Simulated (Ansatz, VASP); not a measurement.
## One calculation of SnO2, two programs

```xyz
12
Lattice="5.1753 0.0000 0.0000 0.0000 5.1753 0.0000 0.0000 0.0000 5.1753" Properties=species:S:1:pos:R:3 pbc="T T T"
Sn    0.0000    0.0000    0.0000
Sn    2.5876    0.0000    2.5876
Sn    2.5876    2.5876    0.0000
Sn    0.0000    2.5876    2.5876
O     3.4214    4.3415    0.8337
O     4.3415    0.8337    3.4214
O     0.8337    3.4214    4.3415
O     1.7539    1.7539    1.7539
O     3.4214    3.4214    3.4214
O     4.3415    1.7539    0.8337
O     0.8337    4.3415    1.7539
O     1.7539    0.8337    4.3415
```

Alike in both runs: functional r2SCAN; k mesh 4 × 4 × 4; occupations fermi-dirac, width 0.05 eV; no spin polarisation.

|  | VASP | Ansatz |
| --- | --- | --- |
| version | VASP 6.6.1 | Ansatz 0.2.0 |
| potentials or method | VASP PAW PBE potentials, release 64 (Sn_d, O) | Ansatz PAW |
| plane-wave cutoff (eV) | 520 | 500 |
| valence electrons in the cell | 104 | 104 |
| task | single point | band structure |

|  | VASP | Ansatz | Ansatz less VASP |
| --- | --- | --- | --- |
| gap on the k mesh at the Fermi level (eV) | 1.15 | 1.13 | -0.020 |
| least direct gap on the mesh (eV) | 1.20 | 1.18 | -0.021 |
| pressure (GPa) | -8.1 | -9.1 | -0.94 |
| rms of the force components (eV/Å) | 0.005 | 0.008 | +0.0024 |

VASP's potentials were made for PBE, not for r2SCAN. Atom by atom the forces differ by 0.002 eV/Å (rms over components).
